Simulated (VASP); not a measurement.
# Te2Mo in VASP: further runs

Aim: see how the results for Te2Mo move with the level of theory and the settings. Levels: PBEsol+D4, PBEsol, LDA, PBE+D3(BJ), RPBE+D4. Tasks: single point.

Everything below comes from runs of VASP 6.6.1. Logs are shortened: lines on timing, memory, paths and dates and some standing lists are left out, and cuts for length are marked.

### 1 The cell of the first run

The cell holds a slab with vacuum, 6 atoms: a = 6.243 Å, b = 3.415 Å, c = 36.169 Å, α = 90.00°, β = 90.14°, γ = 90.00°.

### 2 Single point, PBEsol+D4

Input file INCAR:

```
SYSTEM = Te2Mo
PREC = Accurate ; ENCUT = 520
EDIFF = 1E-7 ; ISMEAR = -1
SIGMA = 0.05 ; LREAL = .False.
LASPH = .True. ; NELM = 60
ALGO = Normal ; ISIF = 2
LWAVE = .False. ; LCHARG = .False.
GGA = PS ; IVDW = 13
NBANDS = 35
```

Input file KPOINTS:

```
Automatic mesh
0
Gamma
  3 6 1
  0 0 0
```

Input file POSCAR:

```
Te2Mo
1.0
    6.2426558436      0.0000000000     -0.0004217950
    0.0000000000      3.4146183674      0.0000000000
   -0.0865365597      0.0000000000     36.1684498176
Te Mo
4 2
Direct
    0.4310558710      0.7500000000      0.5409197495
    0.5689441290      0.2500000000      0.4590802505
    0.9199888200      0.2500000000      0.5567217776
    0.0800111800      0.7500000000      0.4432782224
    0.1817943369      0.2500000000      0.4975765186
    0.8182056631      0.7500000000      0.5024234814
```

Potentials or basis: VASP PAW PBE potentials, release 64 (Te, Mo_sv).

The run is started by

```console
$ cat potpaw_PBE.64/Te/POTCAR potpaw_PBE.64/Mo_sv/POTCAR > POTCAR
$ mpirun -np 1 vasp_std > vasp.out
```

OUTCAR:

```text
SYSTEM = Te2Mo
   PREC = Accurate
   ENCUT = 520
   EDIFF = 1E-7
   ISMEAR = -1
   LREAL = .False.
   LASPH = .True.
   NELM = 60
   ISIF = 2
   GGA = PS
   IVDW = 13

 ion  position               nearest neighbor table
   1  0.431  0.750  0.541-   5 2.79   5 2.79   6 2.79   2 3.53   2 3.53   3 3.54   3 3.54   3 3.66
                             3 3.66
   2  0.569  0.250  0.459-   6 2.79   6 2.79   5 2.79   1 3.53   1 3.53   4 3.54   4 3.54   4 3.66
                             4 3.66
   3  0.920  0.250  0.557-   6 2.68   6 2.68   5 2.70   1 3.54   1 3.54   1 3.66   1 3.66
   4  0.080  0.750  0.443-   5 2.68   5 2.68   6 2.70   2 3.54   2 3.54   2 3.66   2 3.66
   5  0.182  0.250  0.498-   4 2.68   4 2.68   3 2.70   1 2.79   1 2.79   2 2.79   6 2.85   6 2.85

   6  0.818  0.750  0.502-   3 2.68   3 2.68   4 2.70   2 2.79   2 2.79   1 2.79   5 2.85   5 2.85

  LATTYP: Found a simple monoclinic cell.
 ALAT       =     6.2426558578
 B/A-ratio  =     0.5469816766
 C/A-ratio  =     5.7937765856
 COS(beta)  =    -0.0024601575

  Lattice vectors:

 A1 = (   6.2426558436,   0.0000000000,  -0.0004217950)
 A2 = (   0.0000000000,   3.4146183674,   0.0000000000)
 A3 = (  -0.0865365597,   0.0000000000,  36.1684498176)

Analysis of symmetry for initial positions (statically):
=====================================================================
 Subroutine PRICEL returns:
 Original cell was already a primitive cell.

 Routine SETGRP: Setting up the symmetry group for a
 simple monoclinic supercell.

 Subroutine GETGRP returns: Found  4 space group operations
 (whereof  2 operations were pure point group operations)
 out of a pool of  4 trial point group operations.

The static configuration has the point symmetry S_2 .
 The point group associated with its full space group is C_2h.

Analysis of symmetry for dynamics (positions and initial velocities):
=====================================================================
 Subroutine PRICEL returns:
 Original cell was already a primitive cell.

 Routine SETGRP: Setting up the symmetry group for a
 simple monoclinic supercell.

 Subroutine GETGRP returns: Found  4 space group operations
 (whereof  2 operations were pure point group operations)
 out of a pool of  4 trial point group operations.

The dynamic configuration has the point symmetry S_2 .
 The point group associated with its full space group is C_2h.

 Subroutine INISYM returns: Found  4 space group operations
 (whereof  2 operations are pure point group operations),
 and found     1 'primitive' translations

----------------------------------------------------------------------------------------

                                     Primitive cell

  volume of cell :     770.9769

  direct lattice vectors                    reciprocal lattice vectors
     6.242655844  0.000000000 -0.000421795     0.160188257  0.000000000  0.000383266
     0.000000000  3.414618367  0.000000000     0.000000000  0.292858496  0.000000000
    -0.086536560  0.000000000 36.168449818     0.000001868  0.000000000  0.027648411

  length of vectors
     6.242655858  3.414618367 36.168553341     0.160188716  0.292858496  0.027648411

  position of ions in fractional coordinates (direct lattice)
     0.431055871  0.750000000  0.540919749
     0.568944129  0.250000000  0.459080251
     0.919988820  0.250000000  0.556721778
     0.080011180  0.750000000  0.443278222
     0.181794337  0.250000000  0.497576519
     0.818205663  0.750000000  0.502423481

  ion indices of the primitive-cell ions
   primitive index   ion index
                 1           1
                 2           2
                 3           3
                 4           4
                 5           5
                 6           6

----------------------------------------------------------------------------------------

 KPOINTS: Automatic mesh

Automatic generation of k-mesh.
 Grid dimensions read from file:
 generate k-points for:    3    6    1

 Generating k-lattice:

  Cartesian coordinates                     Fractional coordinates (reciprocal lattice)
     0.053396086  0.000000000  0.000127755     0.333333333  0.000000000  0.000000000
     0.000000000  0.048809749  0.000000000     0.000000000  0.166666667  0.000000000
     0.000001868  0.000000000  0.027648411     0.000000000  0.000000000  1.000000000

  Length of vectors
     0.053396239  0.048809749  0.027648411

  Shift w.r.t. Gamma in fractional coordinates (k-lattice)
     0.000000000  0.000000000  0.000000000

 Subroutine IBZKPT returns following result:
 ===========================================

 Found      8 irreducible k-points:

 Following reciprocal coordinates:
            Coordinates               Weight
  0.000000  0.000000  0.000000      1.000000
  0.333333  0.000000 -0.000000      2.000000
  0.000000  0.166667  0.000000      2.000000
  0.333333  0.166667 -0.000000      4.000000
  0.000000  0.333333  0.000000      2.000000
  0.333333  0.333333 -0.000000      4.000000
  0.000000  0.500000  0.000000      1.000000
  0.333333  0.500000 -0.000000      2.000000
   k-points           NKPTS =      8   k-points in BZ     NKDIM =      8   number of bands    NBANDS=     35
   number of dos      NEDOS =    301   number of ions     NIONS =      6
   total plane-waves  NPLWV = 362880
   dimension x,y,z NGX =    48 NGY =   28 NGZ =  270
   dimension x,y,z NGXF=    96 NGYF=   56 NGZF=  540
   ions per type =               4   2
   NGX,Y,Z   is equivalent  to a cutoff of  12.78, 13.63, 12.41 a.u.
   NGXF,Y,Z  is equivalent  to a cutoff of  25.57, 27.26, 24.82 a.u.
 SYSTEM =  Te2Mo
   PREC   = accura    normal or accurate (medium, high low for compatibility)
   ISTART =      0    job   : 0-new  1-cont  2-samecut
   ICHARG =      2    charge: 1-file 2-atom 10-const
   ISPIN  =      1    spin polarized calculation?
   LNONCOLLINEAR =      F non collinear calculations
   LSORBIT =      F    spin-orbit coupling
   LASPH  =      T    aspherical Exc in radial PAW
   ENCUT  =  520.0 eV  38.22 Ry    6.18 a.u.  11.61  6.35 67.25*2*pi/ulx,y,z
   NELM   =     60;   NELMIN=  2; NELMDL= -5     # of ELM steps
   EDIFF  = 0.1E-06   stopping-criterion for ELM
   LREAL  =      F    real-space projection
   EDIFFG = 0.1E-05   stopping-criterion for IOM
   NSW    =      0    number of steps for IOM
   IBRION =     -1    ionic relax: 0-MD 1-quasi-New 2-CG
   NFREE  =      0    steps in history (QN), initial steepest desc. (CG)
   ISIF   =      2    stress and relaxation
   ISYM   =      2    0-nonsym 1-usesym 2-fastsym
   POTIM  = 0.5000    time-step for ionic-motion
   TEBEG  =    0.0;   TEEND  =   0.0 temperature during run
   PSTRESS=    0.0 pullay stress
   NELECT =      52.0000    total number of electrons
   NUPDOWN=      -1.0000    fix difference up-down
   EMIN   =  10.00;   EMAX   =-10.00  energy-range for DOS
   EFERMI =   0.00;   METHOD = LEGACY
   ISMEAR =    -1;   SIGMA  =   0.05  broadening in eV -4-tet -1-fermi 0-gaus
   EFERMI_NEDOS =   21; number of points for ismear=-14 and -15
   IALGO  =     38    algorithm
   IMIX   =      4    mixing-type and parameters
     AMIX     =   0.40;   BMIX     =  1.00
     AMIX_MAG =   1.60;   BMIX_MAG =  1.00
  volume/ion in A,a.u.               =     128.50       867.13
  Fermi-wavevector in a.u.,A,eV,Ry     =   0.666391  1.259295  6.042025  0.444076
  Thomas-Fermi vector in A             =   1.740677
   LORBIT       =      0    0 simple, 1 ext, 2 COOP (PROOUT), +10 PAW based schemes
   GGA     = PS    functional components
   LHFCALC =     F    Hartree Fock is set to
   AEXX    =    0.0000 exact exchange contribution
   IVDW    =    13    specifies the selected vdW correction
   LEPSILON=     F    determine dielectric tensor
   LRPA    =     F    only Hartree local field effects (RPA)
 non-spin polarized calculation
  energy-cutoff  :      520.00
  volume of cell :      770.98
 maximum number of plane-waves:     20805
 NGX is ok and might be reduce to    48
   NGX = 23   NGY = 13   NGZ =135

 number of electron      52.0000000 magnetization

 Free energy of the ion-electron system (eV)
  ---------------------------------------------------
  ext. energy  EPLUGINS =         0.00000000
  ---------------------------------------------------
  free energy    TOTEN  =       -39.15110711 eV

  energy without entropy =      -39.14244372  energy(sigma->0) =      -39.14677541

 E-fermi :  -2.1587     XC(G=0):  -2.3495

 val. band max:       -2.4356632802   @ k =   0.0000   0.0000   0.0000
 cond. band min:      -2.1582406277   @ k =   0.0000   0.1667   0.0000
 fundamental gap:      0.2774226525
 Fermi energy:        -2.1587174498

 k-point     1 :       0.0000    0.0000    0.0000
  band No.  band energies     occupation
      1     -63.0264      2.00000
      2     -62.9547      2.00000
      3     -37.3289      2.00000
      4     -37.2489      2.00000
      5     -37.2155      2.00000
      6     -37.0711      2.00000
[... 27 lines left out ...]
     34       1.5062      0.00000
     35       1.8689      0.00000

 k-point     2 :       0.3333    0.0000   -0.0000
  band No.  band energies     occupation
      1     -63.0261      2.00000
      2     -62.9550      2.00000
      3     -37.3214      2.00000
      4     -37.2482      2.00000
      5     -37.2153      2.00000
      6     -37.0723      2.00000
[... 27 lines left out ...]
     34       1.7158      0.00000
     35       2.2226      0.00000

 k-point     3 :       0.0000    0.1667    0.0000
  band No.  band energies     occupation
      1     -63.0197      2.00000
      2     -62.9577      2.00000
      3     -37.3312      2.00000
      4     -37.2898      2.00000
      5     -37.2025      2.00000
      6     -37.1033      2.00000
[... 27 lines left out ...]
     34       1.3499      0.00000
     35       2.2565      0.00000
[... 115 lines left out ...]
 k-point     7 :       0.0000    0.5000    0.0000
  band No.  band energies     occupation
      1     -62.9831      2.00000
      2     -62.9831      2.00000
      3     -37.3849      2.00000
      4     -37.3849      2.00000
      5     -37.1527      2.00000
      6     -37.1527      2.00000
[... 27 lines left out ...]
     34       1.6259      0.00000
     35       3.3535      0.00000

 k-point     8 :       0.3333    0.5000   -0.0000
  band No.  band energies     occupation
      1     -62.9831      2.00000
      2     -62.9831      2.00000
      3     -37.3882      2.00000
      4     -37.3882      2.00000
      5     -37.1522      2.00000
      6     -37.1522      2.00000
[... 27 lines left out ...]
     34       1.4643      0.00000
     35       2.7876      0.00000

------------------------ aborting loop because EDIFF is reached ----------------------------------------

  DFT-D4 for vdW energy calculation

  Edisp (eV):   -1.33720

  FORCE on cell =-STRESS in cart. coord.  units (eV):
  Direction    XX          YY          ZZ          XY          YZ          ZX
  --------------------------------------------------------------------------------------
  -------------------------------------------------------------------------------------
  Total       0.04508    -0.04175     0.15031     0.00000     0.00000     0.00224
  in kB       0.09368    -0.08676     0.31236     0.00000     0.00000     0.00464
  external pressure =        0.11 kB  Pullay stress =        0.00 kB

 VOLUME and BASIS-vectors are now :
 -----------------------------------------------------------------------------
  energy-cutoff  :      520.00
  volume of cell :      770.98
      direct lattice vectors                 reciprocal lattice vectors
     6.242655844  0.000000000 -0.000421795     0.160188257  0.000000000  0.000383266
     0.000000000  3.414618367  0.000000000     0.000000000  0.292858496  0.000000000
    -0.086536560  0.000000000 36.168449818     0.000001868  0.000000000  0.027648411

 POSITION                                       TOTAL-FORCE (eV/Angst)
 -----------------------------------------------------------------------------------
      2.64412      2.56096     19.56405         0.004040     -0.000000      0.016644
      3.51200      0.85365     16.60398        -0.004040      0.000000     -0.016644
      5.69500      0.85365     20.13538        -0.002606     -0.000000      0.027999
      0.46112      2.56096     16.03265         0.002606      0.000000     -0.027999
      1.09182      0.85365     17.99649         0.000877     -0.000000      0.000534
      5.06430      2.56096     18.17153        -0.000877     -0.000000     -0.000534
 -----------------------------------------------------------------------------------
    total drift:                                0.000000     -0.000000      0.000000

  FREE ENERGIE OF THE ION-ELECTRON SYSTEM (eV)
  ---------------------------------------------------
  free  energy   TOTEN  =       -40.4883100666 eV

  energy  without entropy=      -40.4796466790  energy(sigma->0) =      -40.48397837
```

Run time: 8.3 min. Hardware: 1 thread of AMD EPYC 9R14 (Zen 4), shared host; peak memory 0.79 GiB.

What came out:

| Item | Value |
| --- | --- |
| Free energy | -40.4883 eV |
| Largest force | 0.028 eV/Å |
| Band gap on the k mesh | zero (band 26 reaches -1.83 eV, above the bottom of band 27 at -2.16 eV) |
| Dispersion energy per atom | -0.223 eV |

Forces on the atoms (eV/Å):
```
Te   0.004  0.000  0.017
Te  -0.004  0.000 -0.017
Te  -0.003  0.000  0.028
Te   0.003  0.000 -0.028
Mo   0.001  0.000  0.001
Mo  -0.001  0.000 -0.001
```

Levels at points of the mesh, in eV from the Fermi level:
```
           k point  band 22  band 23  band 24  band 25  band 26  band 27  band 28  band 29  band 30  band 31
(0.00, 0.00, 0.00)    -1.31    -1.01    -0.52    -0.28     0.32     0.70     1.29     1.74     2.20     2.49
(0.00, 0.50, 0.00)    -2.64    -1.65    -1.65    -1.43    -1.43     1.25     1.25     1.56     1.56     2.04
```

Caveat: the PAW data sets were made with another functional, which shifts forces and pressure a little; spin-orbit coupling is left out, which moves the levels of the heavy elements.

### 3 Single point, PBEsol

This run uses another cell than the first one, of 128.93 Å³/atom, 1.003 times its volume.

Input file INCAR:

```
ALGO = Normal
EDIFF = 1E-7
ENCUT = 520
GGA = PS
ISIF = 2
ISMEAR = -1
LASPH = T
LCHARG = T
LELF = T
LREAL = F
LVHAR = T
LWAVE = F
NBANDS = 35
NELM = 100
PREC = Accurate
SIGMA = 0.05
```

Input file KPOINTS:

```
k-points
0
Gamma
  3 6 1
```

Input file POSCAR:

```
Te2Mo
1.0
    6.2799370257      0.0000000000      0.0024525547
    0.0000000000      3.4055248396      0.0000000000
   -0.0706937712      0.0000000000     36.1721817490
Te Mo
4 2
Direct
    0.4314395111      0.7500000000      0.5407717921
    0.5685604889      0.2500000000      0.4592282079
    0.9202015782      0.2500000000      0.5567881457
    0.0797984218      0.7500000000      0.4432118543
    0.1812243220      0.2500000000      0.4976020295
    0.8187756780      0.7500000000      0.5023979705
```

Potentials or basis: VASP PAW PBE potentials, release 64 (Te, Mo_sv).

The run is started by

```console
$ cat potpaw_PBE.64/Te/POTCAR potpaw_PBE.64/Mo_sv/POTCAR > POTCAR
$ mpirun -np 1 vasp_std > vasp.out
```

OUTCAR:

```text
EDIFF = 1E-7
   ENCUT = 520
   GGA = PS
   ISIF = 2
   ISMEAR = -1
   LASPH = T
   LREAL = F
   NELM = 100
   PREC = Accurate

 ion  position               nearest neighbor table
   1  0.431  0.750  0.541-   5 2.79   5 2.79   6 2.80   2 3.51   2 3.51   3 3.56   3 3.56   3 3.68
                             3 3.68
   2  0.569  0.250  0.459-   6 2.79   6 2.79   5 2.80   1 3.51   1 3.51   4 3.56   4 3.56   4 3.68
                             4 3.68
   3  0.920  0.250  0.557-   6 2.68   6 2.68   5 2.70   1 3.56   1 3.56   1 3.68   1 3.68
[... 500 lines left out ...]
  -------------------------------------------------------------------------------------
  Total        0.0971037      0.0884414      0.1686720      0.0000000      0.0000000      0.0044374
  in kB        0.2011092      0.1831690      0.3493327      0.0000000      0.0000000      0.0091902
  external PRESSURE =       0.2445369 kB  Pullay stress =       0.0000000 kB

 VOLUME and BASIS-vectors are now :
 -----------------------------------------------------------------------------
  energy-cutoff  :      520.00
  volume of cell :      773.60
      direct lattice vectors                 reciprocal lattice vectors
     6.279937026  0.000000000  0.002452555     0.159237144  0.000000000  0.000311208
     0.000000000  3.405524840  0.000000000     0.000000000  0.293640495  0.000000000
    -0.070693771  0.000000000 36.172181749    -0.000010797  0.000000000  0.027645533

 POSITION                                       TOTAL-FORCE (eV/Angst)
 -----------------------------------------------------------------------------------
      2.67118      2.55414     19.56195         0.001321      0.000000      0.024864
      3.53806      0.85138     16.61268        -0.001321      0.000000     -0.024864
      5.73945      0.85138     20.14250        -0.000020      0.000000      0.028891
      0.46980      2.55414     16.03214         0.000020      0.000000     -0.028891
      1.10290      0.85138     17.99980         0.003242     -0.000000     -0.003578
      5.10634      2.55414     18.17484        -0.003242      0.000000      0.003578
 -----------------------------------------------------------------------------------
    total drift:                                0.000000      0.000000      0.000000

  FREE ENERGIE OF THE ION-ELECTRON SYSTEM (eV)
  ---------------------------------------------------
  free  energy   TOTEN  =       -39.1544297592 eV

  energy  without entropy=      -39.1453637090  energy(sigma->0) =      -39.14989673
```

OSZICAR:

```text
N       E                     dE             d eps       ncg     rms          rms(c)
DAV:   1     0.429600574512E+03    0.42960E+03   -0.21752E+04   704   0.106E+03
DAV:   2     0.251724064475E+01   -0.42708E+03   -0.41718E+03   829   0.235E+02
DAV:   3    -0.390660541195E+02   -0.41583E+02   -0.40958E+02   720   0.705E+01
[... 20 lines left out ...]
DAV:  24    -0.391544264817E+02   -0.57037E-05   -0.91247E-08   477   0.959E-04    0.186E-03
DAV:  25    -0.391544282224E+02   -0.17407E-05   -0.12221E-08   450   0.364E-04    0.140E-03
DAV:  26    -0.391544293415E+02   -0.11191E-05   -0.13181E-08   426   0.513E-04    0.279E-04
DAV:  27    -0.391544297075E+02   -0.36602E-06   -0.88279E-10   409   0.296E-04    0.409E-04
DAV:  28    -0.391544297592E+02   -0.51657E-07    0.67239E-09   385   0.105E-04
   1 F= -.39154430E+02 E0= -.39149897E+02  d E =-.906605E-02
```

stdout:

```text
POSCAR found type information on POSCAR TeMo
 POSCAR found :  2 types and       6 ions
 scaLAPACK will be used
 -----------------------------------------------------------------------------
|                                                                             |
|                                                                             |
|     You enforced a specific xc type in the INCAR file but a different       |
|     I HOPE YOU KNOW WHAT YOU ARE DOING!                                     |
|                                                                             |
 -----------------------------------------------------------------------------

 LDA part: xc-table for (Slater+PW92), standard interpolation
 POSCAR, INCAR and KPOINTS ok, starting setup
 FFT: planning ... GRIDC
 FFT: planning ... GRID_SOFT
 FFT: planning ... GRID
 WAVECAR not read
 entering main loop
```

It took 8 min on 1 thread of AMD EPYC 9R14 (Zen 4), shared host; peak memory 0.78 GiB.

What came out:

```yaml
Free_energy: -39.1544 eV
Largest_force: 0.029 eV/Å
Band_gap_on_the_k_mesh: zero (band 26 reaches -1.79 eV, above the bottom of band 27 at -2.16 eV)
```

Forces on the atoms (eV/Å):
```
Te   0.001  0.000  0.025
Te  -0.001  0.000 -0.025
Te   0.000  0.000  0.029
Te   0.000  0.000 -0.029
Mo   0.003  0.000 -0.004
Mo  -0.003  0.000  0.004
```

Levels at points of the mesh, in eV from the Fermi level:
```tsv
k point	band 23	band 24	band 25	band 26	band 27	band 28	band 29	band 30
(0.00, 0.00, 0.00)	-1.03	-0.49	-0.31	0.37	0.67	1.28	1.72	2.14
(0.00, 0.50, 0.00)	-1.65	-1.65	-1.44	-1.44	1.23	1.23	1.57	1.57
```

Caveat: the PAW data sets were made with another functional, which shifts forces and pressure a little; spin-orbit coupling is left out, which moves the levels of the heavy elements.

[end of part 1 of 2]
